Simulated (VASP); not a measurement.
A run of VASP 6.6.1:

Contents of INCAR:

```
SYSTEM = As
PREC     = Accurate       ! precision mode
ENCUT    = 600            ! plane-wave cutoff, eV
EDIFF    = 1E-7           ! SCF threshold, eV
ISMEAR   = -1             ! smearing method
SIGMA    = 0.1            ! smearing width, eV
LREAL    = .FALSE.        ! projectors in reciprocal space
LASPH    = .TRUE.         ! aspherical terms in the spheres
NELM     = 100            ! most SCF steps
ALGO     = Normal         ! electronic algorithm
ISIF     = 4              ! what is computed and relaxed
LWAVE    = .FALSE.        ! write WAVECAR
LCHARG   = .FALSE.        ! write CHGCAR
GGA      = PE             ! functional
IBRION   = 2              ! ionic algorithm
NSW      = 50             ! ionic steps
EDIFFG   = -0.005         ! ionic threshold
```

KPOINTS

```
regular mesh
0
G
  16 16 9
  0 0 0
```

Contents of POSCAR:

```
As
1.0
    2.6013914847      0.0000000000      0.0000000000
   -1.3006957423      2.2528711109      0.0000000000
    0.0000000000      0.0000000000      4.5013663901
As
2
Direct
    0.3333333333      0.6666666667      0.2500000000
    0.6666666667      0.3333333333      0.7500000000
```

Potentials or basis: VASP PAW PBE potentials, release 64 (As).

Run with:

```bash
$ cat potpaw_PBE.64/As/POTCAR > POTCAR
$ mpirun -np 1 vasp_std > vasp.out
```

Hardware: 1 thread of Intel Xeon 8259CL, with other jobs on the host.

Problem. Estimate the wall time of this run.

Solution. Run time: 2.2 min on 1 thread of Intel Xeon 8259CL (shared host), peak memory 0.19 GiB. Counts: scf iterations 48, k points 150, ion steps 7.
